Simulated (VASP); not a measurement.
A run of VASP 6.6.1 is set up as follows.

The input INCAR:

```
PREC = Accurate
ENCUT = 520
EDIFF = 1E-6
ISMEAR = 0
SIGMA = 0.1
LREAL = False
LASPH = True
NELM = 80
ALGO = Normal
ISIF = 2
LWAVE = False
LCHARG = True
GGA = PE
LELF = True
LVHAR = True
NBANDS = 30
```

Contents of KPOINTS:

```
Automatic mesh
0
Gamma
  14 14 8
```

POSCAR

```
Zn2InO
1.0
    3.2468491695      0.0000000000      0.0000000000
    0.0000000000      3.2468491695      0.0000000000
    0.0000000000      0.0000000000      6.8743465691
Zn In O
2 1 1
Direct
    0.5000000000      0.0000000000      0.8252677609
    0.0000000000      0.5000000000      0.1747322391
    0.5000000000      0.5000000000      0.5000000000
    0.0000000000      0.0000000000      0.0000000000
```

Potentials or basis: VASP PAW PBE potentials, release 64 (Zn, In_d, O).

Command:

```console
$ cat potpaw_PBE.64/Zn/POTCAR potpaw_PBE.64/In_d/POTCAR potpaw_PBE.64/O/POTCAR > POTCAR
$ mpirun -np 1 vasp_std > vasp.out
```

(1) Estimate the largest force.

(2) What does it give for the pressure?

(3) Estimate the band gap on the k mesh.

Results:

(1) 0.062 eV/Å.

(2) -1.3 GPa.

(3) zero (an odd number of electrons rules out a gap without spin polarisation).

Caveat: spin-orbit coupling is left out, which moves the levels of the heavy elements; an odd number of electrons without spin polarisation forces a metal; a magnetic or distorted state may lie lower.
